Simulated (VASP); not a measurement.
# BP (F-43m) in VASP: notebook, part 2 of 2

VASP 6.6.1. Earlier steps stand in the parts before.

## Step 3: Electric field gradients, PBE (11.92 Å³/atom)

This run uses another cell than the first one, of 11.92 Å³/atom.

Contents of INCAR:

```
SYSTEM = BP
ALGO     = Normal         ! electronic algorithm
EDIFF    = 1E-8           ! SCF threshold, eV
ENCUT    = 520            ! plane-wave cutoff, eV
GGA      = PE             ! functional
ISIF     = 2              ! what is computed and relaxed
ISMEAR   = -1             ! smearing method
LASPH    = .TRUE.         ! aspherical terms in the spheres
LCHARG   = .FALSE.        ! write CHGCAR
LEFG     = .TRUE.       
LREAL    = .FALSE.        ! projectors in reciprocal space
LWAVE    = .FALSE.        ! write WAVECAR
NBANDS   = 11             ! bands
NELM     = 100            ! most SCF steps
PREC     = Accurate       ! precision mode
SIGMA    = 0.05           ! smearing width, eV
```

Contents of KPOINTS:

```
k-points
0
G
  15 15 15
  0 0 0
```

Contents of POSCAR:

```
BP
1.0
    0.0000000000      2.2840269280      2.2840269280
    2.2840269280      0.0000000000      2.2840269280
    2.2840269280      2.2840269280      0.0000000000
B P
1 1
Direct
    0.0000000000      0.0000000000      0.0000000000
    0.7500000000      0.7500000000      0.7500000000
```

Potentials or basis: VASP PAW PBE potentials, release 64 (B, P).

Launch:

```console
$ cat potpaw_PBE.64/B/POTCAR potpaw_PBE.64/P/POTCAR > POTCAR
$ mpirun -np 1 vasp_std > vasp.out
```

OUTCAR:

```text
SYSTEM = BP
   EDIFF = 1E-8
   ENCUT = 520
   GGA = PE
   ISIF = 2
   ISMEAR = -1
   LASPH = .TRUE.
   LREAL = .FALSE.
   NELM = 100
   PREC = Accurate

 ion  position               nearest neighbor table
   1  0.000  0.000  0.000-   2 1.98   2 1.98   2 1.98   2 1.98
   2  0.750  0.750  0.750-   1 1.98   1 1.98   1 1.98   1 1.98

  LATTYP: Found a face centered cubic cell.
 ALAT       =     4.5680538560

  Lattice vectors:

 A1 = (   0.0000000000,   2.2840269280,   2.2840269280)
 A2 = (   2.2840269280,   0.0000000000,   2.2840269280)
 A3 = (   2.2840269280,   2.2840269280,   0.0000000000)

Analysis of symmetry for initial positions (statically):
=====================================================================
 Subroutine PRICEL returns:
 Original cell was already a primitive cell.

 Routine SETGRP: Setting up the symmetry group for a
 face centered cubic supercell.

 Subroutine GETGRP returns: Found 24 space group operations
 (whereof 24 operations were pure point group operations)
 out of a pool of 48 trial point group operations.

The static configuration has the point symmetry T_d .

Analysis of symmetry for dynamics (positions and initial velocities):
=====================================================================
 Subroutine PRICEL returns:
 Original cell was already a primitive cell.

 Routine SETGRP: Setting up the symmetry group for a
 face centered cubic supercell.

 Subroutine GETGRP returns: Found 24 space group operations
 (whereof 24 operations were pure point group operations)
 out of a pool of 48 trial point group operations.

The dynamic configuration has the point symmetry T_d .

 Subroutine INISYM returns: Found 24 space group operations
 (whereof 24 operations are pure point group operations),
 and found     1 'primitive' translations

----------------------------------------------------------------------------------------

                                     Primitive cell

  volume of cell :      23.8305

  direct lattice vectors                    reciprocal lattice vectors
     0.000000000  2.284026928  2.284026928    -0.218911605  0.218911605  0.218911605
     2.284026928  0.000000000  2.284026928     0.218911605 -0.218911605  0.218911605
     2.284026928  2.284026928  0.000000000     0.218911605  0.218911605 -0.218911605

  length of vectors
     3.230101858  3.230101858  3.230101858     0.379166022  0.379166022  0.379166022

  position of ions in fractional coordinates (direct lattice)
     0.000000000  0.000000000  0.000000000
     0.750000000  0.750000000  0.750000000

  ion indices of the primitive-cell ions
   primitive index   ion index
                 1           1
                 2           2

----------------------------------------------------------------------------------------

 KPOINTS: k-points

Automatic generation of k-mesh.
 Grid dimensions read from file:
 generate k-points for:   15   15   15

[... 78 lines left out ...]
   ISMEAR =    -1;   SIGMA  =   0.05  broadening in eV -4-tet -1-fermi 0-gaus
   EFERMI_NEDOS =   21; number of points for ismear=-14 and -15
   IALGO  =     38    algorithm
   IMIX   =      4    mixing-type and parameters
     AMIX     =   0.40;   BMIX     =  1.00
     AMIX_MAG =   1.60;   BMIX_MAG =  1.00
  volume/ion in A,a.u.               =      11.92        80.41
  Fermi-wavevector in a.u.,A,eV,Ry     =   1.137785  2.150102 17.613492  1.294555
  Thomas-Fermi vector in A             =   2.274490
   LORBIT       =      0    0 simple, 1 ext, 2 COOP (PROOUT), +10 PAW based schemes
   GGA     = PE    functional components
   LHFCALC =     F    Hartree Fock is set to
   AEXX    =    0.0000 exact exchange contribution
   IVDW    =     0    specifies the selected vdW correction
   LEPSILON=     F    determine dielectric tensor
   LRPA    =     F    only Hartree local field effects (RPA)
 non-spin polarized calculation
  energy-cutoff  :      520.00
  volume of cell :       23.83
 maximum number of plane-waves:       656
   NGX = 13   NGY = 13   NGZ = 13

 number of electron       7.9999999 magnetization

 Free energy of the ion-electron system (eV)
  ---------------------------------------------------
  ext. energy  EPLUGINS =         0.00000000
  ---------------------------------------------------
  free energy    TOTEN  =       -12.92894632 eV

  energy without entropy =      -12.92894631  energy(sigma->0) =      -12.92894632

 E-fermi :   7.8207     XC(G=0): -10.8222

 val. band max:        7.1998682047   @ k =   0.0000   0.0000   0.0000
 cond. band min:       8.4661130492   @ k =   0.4000   0.4000   0.0000
 fundamental gap:      1.2662448444
 Fermi energy:         7.8206767704

 k-point     1 :       0.0000    0.0000    0.0000
  band No.  band energies     occupation
      1      -8.0848      2.00000
      2       7.1999      1.99999
      3       7.1999      1.99999
      4       7.1999      1.99999
      5      10.5722      0.00000
      6      10.5722      0.00000
      7      10.5722      0.00000
      8      14.2745      0.00000
      9      18.5812      0.00000
     10      19.2729      0.00000
     11      19.2729      0.00000
[... 309 lines left out ...]
 k-point    24 :       0.2000    0.1333    0.0000
  band No.  band energies     occupation
      1      -7.3797      2.00000
      2       4.6019      2.00000
      3       5.5217      2.00000
      4       5.8362      2.00000
      5       9.9036      0.00000
      6      12.7684      0.00000
      7      12.9333      0.00000
      8      14.2125      0.00000
      9      17.7601      0.00000
     10      19.7571      0.00000
     11      20.5937      0.00000

 [... further k-points ...]

------------------------ aborting loop because EDIFF is reached ----------------------------------------

  FORCE on cell =-STRESS in cart. coord.  units (eV):
  Direction    XX          YY          ZZ          XY          YZ          ZX
  --------------------------------------------------------------------------------------
  -------------------------------------------------------------------------------------
  Total       -0.3358979     -0.3358979     -0.3358979     -0.0000000     -0.0000000      0.0000000
  in kB      -22.5831315    -22.5831315    -22.5831315     -0.0000000     -0.0000000      0.0000000
  external PRESSURE =     -22.5831315 kB  Pullay stress =       0.0000000 kB

 VOLUME and BASIS-vectors are now :
 -----------------------------------------------------------------------------
  energy-cutoff  :      520.00
  volume of cell :       23.83
      direct lattice vectors                 reciprocal lattice vectors
     0.000000000  2.284026928  2.284026928    -0.218911605  0.218911605  0.218911605
     2.284026928  0.000000000  2.284026928     0.218911605 -0.218911605  0.218911605
     2.284026928  2.284026928  0.000000000     0.218911605  0.218911605 -0.218911605

 POSITION                                       TOTAL-FORCE (eV/Angst)
 -----------------------------------------------------------------------------------
      0.00000      0.00000      0.00000        -0.000000     -0.000000     -0.000000
      3.42604      3.42604      3.42604         0.000000      0.000000      0.000000
 -----------------------------------------------------------------------------------
    total drift:                               -0.000000     -0.000000     -0.000000

  FREE ENERGIE OF THE ION-ELECTRON SYSTEM (eV)
  ---------------------------------------------------
  free  energy   TOTEN  =       -12.9289463249 eV

  energy  without entropy=      -12.9289463063  energy(sigma->0) =      -12.92894632

 Electric field gradients (V/A^2)
---------------------------------------------------------------------
 ion       V_xx      V_yy      V_zz      V_xy      V_xz      V_yz
---------------------------------------------------------------------
   1       0.000     0.000    -0.000     0.000     0.000     0.000
   2      -0.000     0.000    -0.000    -0.000    -0.000    -0.000
---------------------------------------------------------------------

 Electric field gradients after diagonalization (V/A^2)
 (convention: |V_zz| > |V_xx| > |V_yy|)
----------------------------------------------------------------------
 ion       V_xx      V_yy      V_zz     asymmetry (V_yy - V_xx)/ V_zz
----------------------------------------------------------------------
   1      -0.000    -0.000     0.000       0.000
   2       0.000     0.000    -0.000       0.000
----------------------------------------------------------------------

           NMR quadrupolar parameters

 Cq : quadrupolar parameter    Cq=e*Q*V_zz/h
 eta: asymmetry parameters     (V_yy - V_xx)/ V_zz
 Q  : nuclear electric quadrupole moment in mb (millibarn)
----------------------------------------------------------------------
 ion       Cq(MHz)       eta       Q (mb)
----------------------------------------------------------------------
   1       0.000       0.000       1.000
   2      -0.000       0.000       1.000
----------------------------------------------------------------------
```

It took 9 s on 1 thread of Intel Xeon 6975P-C (Granite Rapids), shared host; peak memory 0.15 GiB.

What came out:

* Free energy: -12.9289 eV
* Pressure: -2.3 GPa
* Band gap on the k mesh: 1.27 eV (least direct gap 3.37 eV)
* Largest electric field gradient by atom: zero within the noise of the run

Caveat: an odd mesh through Γ misses points on the zone boundary, where band edges can lie.

## Step 4: Electric field gradients, PBE (12.38 Å³/atom)

This run uses another cell than the first one, of 12.38 Å³/atom.

Contents of INCAR:

```
  PREC = Accurate
  ENCUT = 520
  EDIFF = 1E-8
  ISMEAR = -1
  SIGMA = 0.05
  LREAL = F
  LASPH = T
  NELM = 80
  ALGO = Normal
  ISIF = 2
  LWAVE = F
  LCHARG = F
  GGA = PE
  LEFG = T
  NBANDS = 11
```

Contents of KPOINTS:

```
Automatic mesh
0
Gamma
  15 15 15
```

Contents of POSCAR:

```
BP
1.0
    0.0000000000      2.3135014941      2.3135014941
    2.3135014941      0.0000000000      2.3135014941
    2.3135014941      2.3135014941      0.0000000000
B P
1 1
Direct
    0.0000000000      0.0000000000      0.0000000000
    0.7500000000      0.7500000000      0.7500000000
```

Potentials or basis: VASP PAW PBE potentials, release 64 (B, P).

Launch:

```console
$ cat potpaw_PBE.64/B/POTCAR potpaw_PBE.64/P/POTCAR > POTCAR
$ mpirun -np 1 vasp_std > vasp.out
```

OUTCAR:

```text
PREC = Accurate
   ENCUT = 520
   EDIFF = 1E-8
   ISMEAR = -1
   LREAL = F
   LASPH = T
   NELM = 80
   ISIF = 2
   GGA = PE

 ion  position               nearest neighbor table
   1  0.000  0.000  0.000-   2 2.00   2 2.00   2 2.00   2 2.00
   2  0.750  0.750  0.750-   1 2.00   1 2.00   1 2.00   1 2.00

  LATTYP: Found a face centered cubic cell.
 ALAT       =     4.6270029882

  Lattice vectors:

 A1 = (   0.0000000000,   2.3135014941,   2.3135014941)
 A2 = (   2.3135014941,   0.0000000000,   2.3135014941)
 A3 = (   2.3135014941,   2.3135014941,   0.0000000000)

Analysis of symmetry for initial positions (statically):
=====================================================================
 Subroutine PRICEL returns:
 Original cell was already a primitive cell.

 Routine SETGRP: Setting up the symmetry group for a
 face centered cubic supercell.

 Subroutine GETGRP returns: Found 24 space group operations
 (whereof 24 operations were pure point group operations)
 out of a pool of 48 trial point group operations.

The static configuration has the point symmetry T_d .

Analysis of symmetry for dynamics (positions and initial velocities):
=====================================================================
 Subroutine PRICEL returns:
 Original cell was already a primitive cell.

 Routine SETGRP: Setting up the symmetry group for a
 face centered cubic supercell.

 Subroutine GETGRP returns: Found 24 space group operations
 (whereof 24 operations were pure point group operations)
[... 479 lines left out ...]
  band No.  band energies     occupation
      1      -7.5106      2.00000
      2       4.1961      2.00000
      3       5.1418      2.00000
      4       5.4153      2.00000
      5       9.4408      0.00000
      6      12.1640      0.00000
      7      12.3548      0.00000
      8      13.5791      0.00000
      9      16.9942      0.00000
     10      19.1956      0.00000
     11      19.8319      0.00000

 [... further k-points ...]

------------------------ aborting loop because EDIFF is reached ----------------------------------------

  FORCE on cell =-STRESS in cart. coord.  units (eV):
  Direction    XX          YY          ZZ          XY          YZ          ZX
  --------------------------------------------------------------------------------------
  -------------------------------------------------------------------------------------
  Total       -1.1949527     -1.1949527     -1.1949527     -0.0000000     -0.0000000      0.0000000
  in kB      -77.3075590    -77.3075590    -77.3075590     -0.0000000     -0.0000000      0.0000000
  external PRESSURE =     -77.3075590 kB  Pullay stress =       0.0000000 kB

 VOLUME and BASIS-vectors are now :
 -----------------------------------------------------------------------------
  energy-cutoff  :      520.00
  volume of cell :       24.77
      direct lattice vectors                 reciprocal lattice vectors
     0.000000000  2.313501494  2.313501494    -0.216122618  0.216122618  0.216122618
     2.313501494  0.000000000  2.313501494     0.216122618 -0.216122618  0.216122618
     2.313501494  2.313501494  0.000000000     0.216122618  0.216122618 -0.216122618

 POSITION                                       TOTAL-FORCE (eV/Angst)
 -----------------------------------------------------------------------------------
      0.00000      0.00000      0.00000        -0.000000     -0.000000     -0.000000
      3.47025      3.47025      3.47025         0.000000      0.000000      0.000000
 -----------------------------------------------------------------------------------
    total drift:                               -0.000000     -0.000000     -0.000000

  FREE ENERGIE OF THE ION-ELECTRON SYSTEM (eV)
  ---------------------------------------------------
  free  energy   TOTEN  =       -12.8997280575 eV

  energy  without entropy=      -12.8997280460  energy(sigma->0) =      -12.89972805

 Electric field gradients (V/A^2)
---------------------------------------------------------------------
 ion       V_xx      V_yy      V_zz      V_xy      V_xz      V_yz
---------------------------------------------------------------------
   1       0.000    -0.000    -0.000     0.000     0.000     0.000
   2      -0.000     0.000     0.000     0.000     0.000     0.000
---------------------------------------------------------------------

 Electric field gradients after diagonalization (V/A^2)
 (convention: |V_zz| > |V_xx| > |V_yy|)
----------------------------------------------------------------------
 ion       V_xx      V_yy      V_zz     asymmetry (V_yy - V_xx)/ V_zz
----------------------------------------------------------------------
   1      -0.000    -0.000     0.000       0.000
   2      -0.000    -0.000     0.000       0.000
----------------------------------------------------------------------

           NMR quadrupolar parameters

 Cq : quadrupolar parameter    Cq=e*Q*V_zz/h
 eta: asymmetry parameters     (V_yy - V_xx)/ V_zz
 Q  : nuclear electric quadrupole moment in mb (millibarn)
----------------------------------------------------------------------
 ion       Cq(MHz)       eta       Q (mb)
----------------------------------------------------------------------
   1       0.000       0.000       1.000
   2       0.000       0.000       1.000
----------------------------------------------------------------------
```

Wall time 13 s (1 thread of Intel Xeon 6975P-C (Granite Rapids), shared host); peak memory 0.15 GiB.

Results:

- Free energy: -12.8997 eV
- Pressure: -7.7 GPa
- Band gap on the k mesh: 1.32 eV (least direct gap 3.32 eV)
- Largest electric field gradient by atom: zero within the noise of the run

Levels at points of the mesh, in eV from the valence-band top:
| k point | band 2 | band 3 | band 4 | band 5 | band 6 | band 7 |
| --- | --- | --- | --- | --- | --- | --- |
| (0.00, 0.00, 0.00) | 0.00 | 0.00 | 0.00 | 3.32 | 3.32 | 3.32 |

Caveat: the cell stands under tension; an odd mesh through Γ misses points on the zone boundary, where band edges can lie.

## Step 5: Single point, PBE

This run uses another cell than the first one, of 11.68 Å³/atom.

Contents of POSCAR:

```
BP
1.0
    0.0000000000      2.2690000000      2.2690000000
    2.2690000000      0.0000000000      2.2690000000
    2.2690000000      2.2690000000      0.0000000000
B P
1 1
Direct
    0.0000000000      0.0000000000      0.0000000000
    0.7500000000      0.7500000000      0.7500000000
```

Contents of INCAR.step1:

```
PREC     = Accurate       # precision mode
ENCUT    = 520            # plane-wave cutoff, eV
EDIFF    = 1E-7           # SCF threshold, eV
ISMEAR   = -1             # smearing method
SIGMA    = 0.05           # smearing width, eV
LREAL    = F              # projectors in reciprocal space
LASPH    = T              # aspherical terms in the spheres
NELM     = 60             # most SCF steps
ALGO     = Normal         # electronic algorithm
ISIF     = 2              # what is computed and relaxed
LWAVE    = F              # write WAVECAR
LCHARG   = T              # write CHGCAR
GGA      = PE             # functional
NBANDS   = 11             # bands
```

Contents of KPOINTS.step1:

```
Automatic mesh
0
Gamma
  15 15 15
```

Contents of INCAR.step2:

```
PREC     = Accurate       # precision mode
ENCUT    = 520            # plane-wave cutoff, eV
EDIFF    = 1E-7           # SCF threshold, eV
ISMEAR   = -5             # smearing method
SIGMA    = 0.05           # smearing width, eV
LREAL    = F              # projectors in reciprocal space
LASPH    = T              # aspherical terms in the spheres
NELM     = 60             # most SCF steps
ALGO     = Normal         # electronic algorithm
ISIF     = 2              # what is computed and relaxed
LWAVE    = F              # write WAVECAR
LCHARG   = F              # write CHGCAR
GGA      = PE             # functional
LORBIT   = 11             # projections on sites
NBANDS   = 11             # bands
NEDOS    = 1001           # points of the DOS
ICHARG   = 11             # starting density
```

Contents of KPOINTS.step2:

```
Automatic mesh
0
Gamma
  23 23 23
```

Launch:

```console
$ cat potpaw_PBE.64/B/POTCAR potpaw_PBE.64/P/POTCAR > POTCAR
$ cp INCAR.step1 INCAR
$ cp KPOINTS.step1 KPOINTS
$ mpirun -np 1 vasp_std > vasp.out
$ cp INCAR.step2 INCAR
$ cp KPOINTS.step2 KPOINTS
$ mpirun -np 1 vasp_std > vasp.out
```

Wall time 24 s (1 thread of Intel Xeon 6975P-C (Granite Rapids), shared host); peak memory 0.19 GiB.

Results (log left out):

| Item | Value |
| --- | --- |
| Valence electrons inside the program's atomic spheres | B 1.94; P 2.57 |

Levels at points of the mesh, in eV from the valence-band top:
| k point | band 1 | band 2 | band 3 | band 4 | band 5 | band 6 | band 7 | band 8 |
| --- | --- | --- | --- | --- | --- | --- | --- | --- |
| (0.00, 0.00, 0.00) | -15.46 | 0.00 | 0.00 | 0.00 | 3.40 | 3.40 | 3.40 | 7.37 |

## Step 6: Summary

```tsv
task	cell	k mesh for the DOS	occupations for the DOS	gap on the mesh (eV)	pressure (GPa)
electric field gradients	a = 3.198 Å, angles 60.0°, 2 atoms	-	-	1.23	2.6
electric field gradients	a = 3.230 Å, angles 60.0°, 2 atoms	-	-	1.27	-2.3
electric field gradients	a = 3.272 Å, angles 60.0°, 2 atoms	-	-	1.32	-7.7
single point	a = 3.209 Å, angles 60.0°, 2 atoms	23 × 23 × 23	tetrahedron	-	-
```

Alike in all rows: level PBE; potentials or basis VASP PAW PBE potentials, release 64 (B, P); no spin polarisation; k mesh 15 × 15 × 15; cutoff (eV) 520; smearing fermi-dirac 0.05 eV.

Caveats: an odd mesh through Γ misses points on the zone boundary, where band edges can lie (at least some runs); the cell stands under tension (at least some runs).

Absolute energies hang on the potentials; compare differences alone.
